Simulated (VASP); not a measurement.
**TaN: single point with LDA**

Crystal: TaN.

```
Ta N
1.0
     0.00000    2.17427    2.17427
     2.17427    0.00000    2.17427
     2.17427    2.17427    0.00000
Ta N
1 1
Cartesian
  2.1743 2.1743 2.1743
  0.0000 0.0000 0.0000
```

```json
{
  "Program": "VASP 6.6.1",
  "Task": "single point",
  "Functional": "LDA",
  "Potentials or basis": "VASP PAW LDA potentials, release 64 (Ta_pv, N)",
  "Cutoff": "520 eV",
  "k mesh": "16 × 16 × 16",
  "Occupations": "gaussian, width 0.1 eV",
  "Spin": "no spin polarisation"
}
```

| Item | Value |
| --- | --- |
| Pressure | 2.0 GPa |
| Band gap on the k mesh | zero (band 8 reaches 11.78 eV, above the bottom of band 9 at 7.56 eV) |

Levels at points of the mesh, in eV from the Fermi level:
```tsv
k point	band 4	band 5	band 6	band 7	band 8	band 9	band 10	band 11	band 12	band 13
(0.00, 0.00, 0.00)	-18.88	-3.86	-3.86	-3.86	-2.22	-2.22	-2.22	0.01	0.01	2.04
(0.50, 0.00, 0.00)	-15.55	-10.60	-7.81	-7.81	2.00	2.00	2.11	4.07	7.88	7.88
(0.50, 0.50, 0.00)	-17.60	-6.59	-5.70	-4.63	-4.63	2.17	3.73	3.73	5.00	7.18
```

Run time: 15 s on 1 thread of AMD EPYC 9R45 (Zen 5), on a shared host, peak memory 0.13 GiB.

Caveat: spin-orbit coupling is left out, which moves the levels of the heavy elements.
